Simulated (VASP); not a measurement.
TaC3, 8 atoms in the cell. It takes space group P6_3/mmc (No. 194, hexagonal). Conventional cell: a = 4.510 Å, b = 4.510 Å, c = 4.463 Å, α = 90.00°, β = 90.00°, γ = 120.00°. Within 3.0 Å of Ta (site symmetry -6m2) lie 12 C at 2.29 to 2.40 Å. Within 2.0 Å of C (site symmetry mm2) lie 2 C at 1.52 Å. 

```yaml
Program: VASP 6.6.1
Task: single point
Functional: PBE
Potentials_or_basis: VASP PAW PBE potentials, release 64 (Ta_pv, C)
Cutoff: 520 eV
k_mesh: 6 × 6 × 4
Occupations: gaussian, width 0.1 eV
Spin: no spin polarisation
Dipole_correction: no
Further_INCAR_settings: ALGO = Normal; EDIFF = 1e-06; NBANDS = 33
```

Potentials or basis: VASP PAW PBE potentials, release 64 (Ta_pv, C).

Command:

```console
$ cat potpaw_PBE.64/Ta_pv/POTCAR potpaw_PBE.64/C/POTCAR > POTCAR
$ mpirun -np 1 vasp_std > vasp.out
```

Hardware: 1 thread of AMD EPYC 7R13 (shared host).

Q: How long does it take, and how much memory?

A: It took 91 s on 1 thread of AMD EPYC 7R13, on a shared host, peak memory 0.19 GiB. Counts: scf iterations 13, k points 21.
